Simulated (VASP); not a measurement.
Mg, 2 atoms in the cell. Symmetry: P6_3/mmc, No. 194, hexagonal system. The conventional cell has a = 3.188 Å, b = 3.188 Å, c = 5.175 Å, α = 90.00°, β = 90.00°, γ = 120.00°. Within 4.2 Å of Mg (site symmetry -6m2) lie 12 Mg at 3.18 to 3.19 Å. 

- Program: VASP 6.6.1
- Task: single point
- Functional: LDA
- Potentials or basis: VASP PAW LDA potentials, release 64 (Mg)
- Cutoff: 520 eV
- k mesh: 10 × 10 × 5
- Occupations: fermi-dirac, width 0.05 eV
- Spin: no spin polarisation
- Dipole correction: no
- Further INCAR settings: ALGO = Normal; EDIFF = 1e-07; NBANDS = 9

Potentials or basis: VASP PAW LDA potentials, release 64 (Mg).

Command:

```sh
$ cat potpaw_LDA.64/Mg/POTCAR > POTCAR
$ mpirun -np 1 vasp_std > vasp.out
```

Hardware: 1 thread of Intel(R) Xeon(R) 6975P-C (Granite Rapids), with other jobs on the host.

Problem. How long does it take, and how much memory?

Solution. Wall time 3.8 s on 1 thread of Intel(R) Xeon(R) 6975P-C (Granite Rapids), on a shared host, peak memory 0.14 GiB. Counts: scf iterations 10, k points 42.
